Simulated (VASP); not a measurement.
Write the native input for VASP 6.6.1 that does the following.

```yaml
Task: single point
Functional: LDA
Potentials_or_basis: VASP PAW LDA potentials, release 64 (Zr_sv, O)
Cutoff: 600 eV
k_mesh: 6 × 6 × 6
Occupations: methfessel-paxton, width 0.1 eV
Spin: no spin polarisation
Dipole_correction: no
Further_INCAR_settings: ALGO = Normal; EDIFF = 1e-06; NBANDS = 19
```

The structure of ZrO2 (Cubic zirconia) lies in POSCAR:

```
ZrO2
1.0
    0.0000000000      2.5847185048      2.5847185048
    2.5847185048      0.0000000000      2.5847185048
    2.5847185048      2.5847185048      0.0000000000
Zr O
1 2
Direct
    0.0000000000      0.0000000000      0.0000000000
    0.2500000000      0.2500000000      0.2500000000
    0.7500000000      0.7500000000      0.7500000000
```

The input as run:

INCAR

```
PREC     = Accurate       # precision mode
ENCUT    = 600            # plane-wave cutoff, eV
EDIFF    = 1E-6           # SCF threshold, eV
ISMEAR   = 1              # smearing method
SIGMA    = 0.1            # smearing width, eV
LREAL    = F              # projectors in reciprocal space
LASPH    = T              # aspherical terms in the spheres
NELM     = 120            # most SCF steps
ALGO     = Normal         # electronic algorithm
ISIF     = 2              # what is computed and relaxed
LWAVE    = F              # write WAVECAR
LCHARG   = F              # write CHGCAR
NBANDS   = 19             # bands
GGA_COMPAT= F
```

KPOINTS

```
regular mesh
0
Gamma
  6 6 6
```

Potentials or basis: VASP PAW LDA potentials, release 64 (Zr_sv, O).

The run is started by

```console
$ cat potpaw_LDA.64/Zr_sv/POTCAR potpaw_LDA.64/O/POTCAR > POTCAR
$ mpirun -np 1 vasp_std > vasp.out
```

It gave:

```json
{
 "Pressure": "-18.7 GPa",
 "Band gap on the k mesh": "3.11 eV, indirect (least direct gap 3.49 eV)"
}
```

Wall time 6.3 s on 1 thread of Intel(R) Xeon(R) 6975P-C (Granite Rapids) (shared host), peak memory 0.15 GiB.
